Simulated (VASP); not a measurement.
# TiO2 (Rutile) (P4_2/mnm) in VASP: settings compared, part 2 of 2

VASP 6.6.1. The steps go on from the part before.

**5. Single point, r2SCAN**

This run uses another cell than the first one, of 11.03 Å³/atom, 1.036 times its volume.

POSCAR

```
TiO2
1.0
    4.6877288300      0.0000000000      0.0000000000
    0.0000000000      4.6877288300      0.0000000000
    0.0000000000      0.0000000000      3.0120737000
Ti O
2 4
Direct
    0.0000000000      0.0000000000      0.0000000000
    0.5000000000      0.5000000000      0.5000000000
    0.3071018576      0.3071018576      0.0000000000
    0.1928981424      0.8071018576      0.5000000000
    0.6928981424      0.6928981424      0.0000000000
    0.8071018576      0.1928981424      0.5000000000
```

INCAR.step1

```
PREC = Accurate
ENCUT = 520
ISMEAR = -1
SIGMA = 0.02
LREAL = False
LASPH = True
NELM = 80
NBANDS = 33
GGA = PE
ALGO = Normal
EDIFF = 1E-4
LWAVE = True
LCHARG = False
```

INCAR.step2

```
PREC = Accurate
ENCUT = 520
EDIFF = 1E-7
ISMEAR = -1
SIGMA = 0.02
LREAL = False
LASPH = True
NELM = 80
ALGO = Normal
ISIF = 2
LWAVE = False
LCHARG = False
METAGGA = R2SCAN
LMIXTAU = True
NBANDS = 33
ISTART = 1
```

KPOINTS

```
regular mesh
0
Gamma
  6 6 10
```

On the command line:

```sh
$ cat potpaw_PBE.64/Ti_sv/POTCAR potpaw_PBE.64/O/POTCAR > POTCAR
$ cp INCAR.step1 INCAR
$ mpirun -np 1 vasp_std > vasp.out
$ cp INCAR.step2 INCAR
$ mpirun -np 1 vasp_std > vasp.out
```

Wall time 2.8 min (1 thread of Intel Xeon 6975P-C (Granite Rapids), shared host); peak memory 0.24 GiB.

Results (log left out):

```
Free energy            : -69.6724 eV
Pressure               : -11.2 GPa
Largest force          : 0.040 eV/Å
Band gap on the k mesh : 2.16 eV, direct
```

Forces on the atoms (eV/Å):
```
Ti   0.000  0.000  0.000
Ti   0.000  0.000  0.000
O   -0.029 -0.029  0.000
O    0.029 -0.029  0.000
O    0.029  0.029  0.000
O   -0.029  0.029  0.000
```

Stress tensor (GPa, compression positive):
```
-10.15   0.00   0.00
  0.00 -10.15   0.00
  0.00   0.00 -13.37
```

Levels at points of the mesh, in eV from the valence-band top:
| k point | band 20 | band 21 | band 22 | band 23 | band 24 | band 25 | band 26 | band 27 | band 28 | band 29 |
| --- | --- | --- | --- | --- | --- | --- | --- | --- | --- | --- |
| (0.00, 0.00, 0.00) | -1.97 | -0.74 | -0.43 | -0.43 | 0.00 | 2.16 | 2.51 | 2.68 | 2.73 | 2.73 |
| (0.50, 0.00, 0.00) | -2.92 | -1.59 | -1.59 | -0.71 | -0.71 | 2.80 | 2.80 | 3.16 | 3.16 | 3.72 |
| (0.50, 0.50, 0.00) | -2.00 | -1.33 | -1.33 | -1.01 | -1.01 | 2.21 | 2.21 | 2.74 | 2.74 | 3.94 |
| (0.00, 0.00, 0.50) | -2.71 | -2.12 | -2.12 | -1.42 | -1.42 | 3.09 | 3.09 | 3.34 | 3.34 | 3.83 |
| (0.50, 0.00, 0.50) | -2.37 | -1.95 | -1.95 | -0.97 | -0.97 | 2.20 | 2.20 | 3.36 | 3.36 | 4.02 |
| (0.50, 0.50, 0.50) | -2.69 | -1.15 | -1.15 | -0.71 | -0.71 | 2.78 | 2.78 | 3.38 | 3.38 | 3.44 |

Caveat: the PAW data sets were made with another functional, which shifts forces and pressure a little. A k mesh can miss the band edges.

**6. Relaxation of cell and atoms, PBE**

This run uses another cell than the first one, of 10.39 Å³/atom, 0.976 times its volume.

INCAR

```
SYSTEM = TiO2
  PREC = Accurate
  ENCUT = 600
  EDIFF = 1E-7
  ISMEAR = -1
  SIGMA = 0.02
  LREAL = .False.
  LASPH = .True.
  NELM = 80
  ALGO = Normal
  ISIF = 3
  LWAVE = .False.
  LCHARG = .False.
  GGA = PE
  IBRION = 2
  NSW = 80
  EDIFFG = -0.01
```

KPOINTS

```
Automatic mesh
0
Gamma
  6 6 10
  0 0 0
```

POSCAR

```
TiO2
1.0
    4.5922000000      0.0000000000      0.0000000000
    0.0000000000      4.5922000000      0.0000000000
    0.0000000000      0.0000000000      2.9574000000
Ti O
2 4
Direct
    0.0000000000      0.0000000000      0.0000000000
    0.5000000000      0.5000000000      0.5000000000
    0.3049600000      0.3049600000      0.0000000000
    0.1950400000      0.8049600000      0.5000000000
    0.6950400000      0.6950400000      0.0000000000
    0.8049600000      0.1950400000      0.5000000000
```

Potentials or basis: VASP PAW PBE potentials, release 64 (Ti_sv, O).

On the command line:

```sh
$ cat potpaw_PBE.64/Ti_sv/POTCAR potpaw_PBE.64/O/POTCAR > POTCAR
$ mpirun -np 1 vasp_std > vasp.out
```

Run time: 3.7 min. Hardware: 1 thread of Intel Xeon 6975P-C (Granite Rapids), shared host; peak memory 0.26 GiB.

It converged, with:

* Free energy: -53.6806 eV
* Relaxed volume: 10.66 Å³/atom
* Relaxed cell: a = 4.644 Å, b = 4.644 Å, c = 2.966 Å, α = 90.00°, β = 90.00°, γ = 90.00°
* Space group after relaxing (to 0.05 Å): P4_2/mnm (No. 136)
* Energy gained by relaxing: 5.0 meV/atom
* Ionic steps: 6
* Pressure after relaxing: 0.1 GPa
* Band gap on the k mesh: 1.82 eV, direct

Step by step:
| step | energy change (eV) | largest force (eV/Å) | pressure (GPa) | volume (Å³) |
| --- | --- | --- | --- | --- |
| 1 | 0.0000 | 0.1241 | 5.83 | 62.37 |
| 2 | 0.0143 | 0.2347 | -6.47 | 65.84 |
| 3 | -0.0277 | 0.0461 | -0.02 | 63.89 |
| 4 | -0.0277 | 0.0429 | 0.08 | 63.86 |
| 5 | -0.0295 | 0.0151 | 0.09 | 63.94 |
| 6 | -0.0297 | 0.0018 | 0.10 | 63.98 |

Final structure:
```cif
data_structure
_symmetry_space_group_name_H-M 'P 1'
_symmetry_Int_Tables_number 1
_cell_length_a 4.6444
_cell_length_b 4.6444
_cell_length_c 2.9663
_cell_angle_alpha 90.000
_cell_angle_beta 90.000
_cell_angle_gamma 90.000
_cell_volume 63.98
loop_
_atom_site_label
_atom_site_type_symbol
_atom_site_fract_x
_atom_site_fract_y
_atom_site_fract_z
_atom_site_occupancy
Ti1 Ti 0.00000 0.00000 0.00000 1
Ti2 Ti 0.50000 0.50000 0.50000 1
O1 O 0.30495 0.30495 0.00000 1
O2 O 0.19505 0.80495 0.50000 1
O3 O 0.69505 0.69505 0.00000 1
O4 O 0.80495 0.19505 0.50000 1
```

Levels at points of the mesh, in eV from the valence-band top:
| k point | band 21 | band 22 | band 23 | band 24 | band 25 | band 26 | band 27 | band 28 |
| --- | --- | --- | --- | --- | --- | --- | --- | --- |
| (0.00, 0.00, 0.00) | -0.67 | -0.43 | -0.43 | 0.00 | 1.82 | 2.11 | 2.37 | 2.45 |
| (0.50, 0.00, 0.00) | -1.56 | -1.56 | -0.71 | -0.71 | 2.47 | 2.47 | 2.94 | 2.94 |
| (0.50, 0.50, 0.00) | -1.25 | -1.25 | -1.04 | -1.04 | 1.86 | 1.86 | 2.47 | 2.47 |
| (0.00, 0.00, 0.50) | -2.23 | -2.23 | -1.40 | -1.40 | 2.87 | 2.87 | 3.13 | 3.13 |
| (0.50, 0.00, 0.50) | -1.99 | -1.99 | -0.99 | -0.99 | 1.87 | 1.87 | 3.15 | 3.15 |
| (0.50, 0.50, 0.50) | -1.21 | -1.21 | -0.67 | -0.67 | 2.53 | 2.53 | 3.14 | 3.14 |

A k mesh can miss the band edges. PBE usually gives volumes a little too large and moduli too small.

**7. Overview**

| task | level | cell | cutoff (eV) | gap on the mesh (eV) | pressure (GPa) | largest force (eV/Å) |
| --- | --- | --- | --- | --- | --- | --- |
| single point | PBE | a = 4.644, b = 4.644, c = 2.964 Å, 6 atoms | 520 | 1.84 | 0.7 | 0.03 |
| single point | r2SCAN | a = 4.628, b = 4.628, c = 2.974 Å, 6 atoms | 520 | 2.20 | -3.5 | 0.03 |
| single point | r2SCAN | a = 4.658, b = 4.658, c = 2.993 Å, 6 atoms | 520 | 2.18 | -7.6 | 0.04 |
| single point | r2SCAN | a = 4.688, b = 4.688, c = 3.012 Å, 6 atoms | 520 | 2.16 | -11.2 | 0.04 |
| relaxation of cell and atoms | PBE | relaxed from a = 4.592, b = 4.592, c = 2.957 Å, 6 atoms | 600 | 1.82 | 0.1 | - |

Alike in all rows: potentials or basis VASP PAW PBE potentials, release 64 (Ti_sv, O); no spin polarisation; k mesh 6 × 6 × 10; smearing fermi-dirac 0.02 eV.

Caveats: the PAW data sets were made with another functional, which shifts forces and pressure a little (some runs).

Absolute energies hang on the potentials; compare differences alone.

**8. Comparison with measurements**

Step 2. Against the measured gap of TiO2, 3.03 eV (direct; 1.6 K; quoted in “Shallow Valence Band of Rutile GeO2 and P-type Doping”, 2020, arxiv:2011.08928), the calculated 1.84 eV is off by -1.19 eV. 2 values of this kind are on record in papers (3.03 to 3.05 eV); this one was drawn at random among those near their median. The value is that of PBE on a finite k mesh, which can miss the band edges, without temperature or zero-point motion. Semilocal functionals fall short of measured gaps as a rule.
